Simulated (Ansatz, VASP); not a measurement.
# Two plane-wave programs on ScSbTe3

```
CELL_PARAMETERS angstrom
2.50503 -4.41197 0.00000
2.50503 4.41197 0.00000
0.00000 0.00000 7.85610
ATOMIC_POSITIONS crystal
Sc 0.50000 0.50000 0.50000
Sb 0.50000 0.50000 0.00000
Te 0.00000 0.50000 0.00000
Te 0.50000 0.00000 0.00000
Te 0.00000 0.00000 0.00000
```

Alike in both runs: task relaxation of cell and atoms; functional PBE; k mesh 4 × 4 × 2; occupations gaussian, width 0.1 eV; no spin polarisation.

|  | VASP | Ansatz |
| --- | --- | --- |
| version | VASP 6.6.1 | Ansatz 0.2.0 |
| potentials or method | VASP PAW PBE potentials, release 64 (Sc_sv, Sb, Te), cutoff 600 eV | scalar-relativistic, plane waves, PAW |
| valence electrons in the cell | 34 | 74 |

Ansatz gave:

| Property | Result |
| --- | --- |
| gap on the k mesh at the Fermi level, each at its own relaxed structure (eV) | none |
| relaxed volume (Å³/atom) | 40.74 |
| relaxed length of the cell vector where the two differ most in proportion (Å) | 6.791 |

Task: Estimate VASP's values.

Result: gap on the k mesh at the Fermi level, each at its own relaxed structure (eV): none; relaxed volume (Å³/atom): 40.63; relaxed length of the cell vector where the two differ most in proportion (Å): 6.780.

A gap of «none» marks a metal or a gap that the smearing closes. VASP's potentials hold 34 valence electrons a cell and Ansatz's 74, so a difference there can come from the potentials and not from the codes.

The k mesh is coarse, so the values compare programs but aren't converged. Spin-orbit coupling is off throughout. Noted on VASP's run: the volume moved by over 15 % at a fixed basis, so the end points are rough.
